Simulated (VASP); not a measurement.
Write the native input for VASP 6.6.1 that does the following.

```yaml
Task: relaxation of cell and atoms
Functional: LDA
Potentials_or_basis: VASP PAW LDA potentials, release 64 (Al, Rh_pv)
Cutoff: 600 eV
k_mesh: 14 × 14 × 14
Occupations: fermi-dirac, width 0.1 eV
Spin: no spin polarisation
Dipole_correction: no
Further_INCAR_settings: ALGO = Normal; EDIFF = 1e-07; IBRION = 2; EDIFFG = -0.03; NSW = 60; ISIF = 3
```

The structure of AlRh lies in POSCAR:

```
AlRh
1.0
    3.0100000000      0.0000000000      0.0000000000
    0.0000000000      3.0100000000      0.0000000000
    0.0000000000      0.0000000000      3.0100000000
Al Rh
1 1
Direct
    0.0000000000      0.0000000000      0.0000000000
    0.5000000000      0.5000000000      0.5000000000
```

One way to write it, as run:

INCAR

```
ALGO = Normal
EDIFF = 1E-7
EDIFFG = -0.03
ENCUT = 600
IBRION = 2
ISIF = 3
ISMEAR = -1
LASPH = True
LCHARG = False
LREAL = False
LWAVE = False
NELM = 60
NSW = 60
PREC = Accurate
SIGMA = 0.1
```

KPOINTS

```
k-points
0
Gamma
  14 14 14
```

Potentials or basis: VASP PAW LDA potentials, release 64 (Al, Rh_pv).

Run with:

```bash
$ cat potpaw_LDA.64/Al/POTCAR potpaw_LDA.64/Rh_pv/POTCAR > POTCAR
$ mpirun -np 1 vasp_std > vasp.out
```

Results of the run:

* Relaxed volume: 12.87 Å³/atom
* Relaxed cell: a = 2.953 Å, b = 2.953 Å, c = 2.953 Å, α = 90.00°, β = 90.00°, γ = 90.00°
* Space group after relaxing (to 0.05 Å): Pm-3m (No. 221)
* Energy gained by relaxing: 29.6 meV/atom
* Ionic steps: 3
* Pressure after relaxing: -0.3 GPa
* Band gap on the k mesh: zero (band 9 reaches 13.86 eV, above the bottom of band 10 at 11.29 eV)

It took 40 s on 1 thread of Intel(R) Xeon(R) Platinum 8488C (Sapphire Rapids), on a shared host, peak memory 0.17 GiB.
